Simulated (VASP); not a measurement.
Write the native input for VASP 6.6.1 that does the following.

- Task: relaxation of cell and atoms
- Functional: RPBE
- Potentials or basis: VASP PAW PBE potentials, release 64 (Ta_pv, N)
- Cutoff: 600 eV
- k mesh: 10 × 10 × 9
- Occupations: fermi-dirac, width 0.05 eV
- Spin: no spin polarisation
- Dipole correction: no
- Further INCAR settings: ALGO = Normal; EDIFF = 1e-07; IBRION = 2; EDIFFG = -0.01; NSW = 60; ISIF = 3

The structure of TaN lies in POSCAR:

```
TaN
1.0
    2.9380011100      0.0000000000      0.0000000000
   -1.4690005500      2.5443836000      0.0000000000
    0.0000000000      0.0000000000      2.8830022100
Ta N
1 1
Direct
    0.3333333333      0.6666666667      0.5000000000
    0.0000000000      0.0000000000      0.0000000000
```

The input as run:

INCAR

```
PREC = Accurate ; ENCUT = 600
EDIFF = 1E-7 ; ISMEAR = -1
SIGMA = 0.05 ; LREAL = F
LASPH = T ; NELM = 60
ALGO = Normal ; ISIF = 3
LWAVE = F ; LCHARG = F
GGA = RP ; IBRION = 2
NSW = 60 ; EDIFFG = -0.01
```

KPOINTS

```
regular mesh
0
Gamma
  10 10 9
```

Potentials or basis: VASP PAW PBE potentials, release 64 (Ta_pv, N).

Command:

```sh
$ cat potpaw_PBE.64/Ta_pv/POTCAR potpaw_PBE.64/N/POTCAR > POTCAR
$ mpirun -np 1 vasp_std > vasp.out
```

It gave:

- Relaxed volume: 11.09 Å³/atom
- Relaxed cell: a = 2.965 Å, b = 2.965 Å, c = 2.914 Å, α = 90.00°, β = 90.00°, γ = 120.00°
- Space group after relaxing (to 0.05 Å): P-6m2 (No. 187)
- Energy gained by relaxing: 9.7 meV/atom
- Ionic steps: 10
- Pressure after relaxing: 0.0 GPa
- Band gap on the k mesh: zero (band 8 reaches 8.30 eV, above the bottom of band 9 at 8.01 eV)

Caveat: the PAW data sets were made with another functional, which shifts forces and pressure a little; spin-orbit coupling is left out, which moves the levels of the heavy elements.

Run time: 36 s on 1 thread of Intel(R) Xeon(R) 6975P-C (Granite Rapids) (shared host), peak memory 0.16 GiB.
